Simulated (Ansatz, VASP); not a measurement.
## Two plane-wave programs on CuAu3

File POSCAR:

```
CuAu3
1.0
    4.1714067362      0.0000000000      0.0000000000
    0.0000000000      4.1714067362      0.0000000000
    0.0000000000      0.0000000000      4.1714067362
Cu Au
1 3
Direct
    0.0000000000      0.0000000000      0.0000000000
    0.0000000000      0.5000000000      0.5000000000
    0.5000000000      0.0000000000      0.5000000000
    0.5000000000      0.5000000000      0.0000000000
```

The input INCAR.step1:

```
PREC = Accurate ; ENCUT = 520
ISMEAR = 0 ; SIGMA = 0.1
LREAL = F ; LASPH = T
NELM = 60 ; NBANDS = 30
GGA = PE ; ALGO = Normal
EDIFF = 1E-4 ; LWAVE = T
LCHARG = F
```

File INCAR.step2:

```
PREC = Accurate ; ENCUT = 520
EDIFF = 1E-6 ; ISMEAR = 0
SIGMA = 0.1 ; LREAL = F
LASPH = T ; NELM = 60
ALGO = Normal ; ISIF = 2
LWAVE = F ; LCHARG = F
METAGGA = R2SCAN ; LMIXTAU = T
NBANDS = 30 ; ISTART = 1
```

File KPOINTS:

```
Automatic mesh
0
Gamma
  14 14 14
```

Input for Ansatz:

```yaml
crystal:
  lattice:
    - [4.1714067362, 0.0, 0.0]
    - [0.0, 4.1714067362, 0.0]
    - [0.0, 0.0, 4.1714067362]
  atoms:
    - { symbol: Cu, position: [0.0, 0.0, 0.0] }
    - { symbol: Au, position: [0.0, 0.5, 0.5] }
    - { symbol: Au, position: [0.5, 0.0, 0.5] }
    - { symbol: Au, position: [0.5, 0.5, 0.0] }
basis:
  ecutwfc: 500
kpoints:
  mp_grid: { grid: [14, 14, 14] }
hamiltonian:
  xc: r2scan
scf:
  occupations: { method: gaussian, width: 0.1 }
output:
  forces: true
  stress: true
  eigenvalues: true
```

Change from the starting cell: equal strain along all axes, cell held, atoms relaxed: +4.0 %.

Alike in both runs: task single point; functional r2SCAN; k mesh 14 × 14 × 14; occupations gaussian, width 0.1 eV; no spin polarisation.

```csv
,VASP,Ansatz
version,VASP 6.6.1,Ansatz 0.2.0
potentials or method,"VASP PAW PBE potentials, release 64 (Cu, Au), cutoff 520 eV","scalar-relativistic, plane waves, PAW"
valence electrons in the cell,44,76
```

```tsv
	VASP	Ansatz	Ansatz less VASP
gap on the k mesh at the Fermi level (eV)	none	none	-
pressure (GPa)	-12.9	-13.0	-0.14
```

VASP's potentials were made for PBE, not for r2SCAN. A gap of «none» marks a metal or a gap that the smearing closes. With one functional, cell and mesh, what is left measures potentials, basis and numerics. VASP's potentials hold 44 valence electrons a cell and Ansatz's 76, so a difference there can come from the potentials and not from the codes.

Spin-orbit coupling is off throughout.
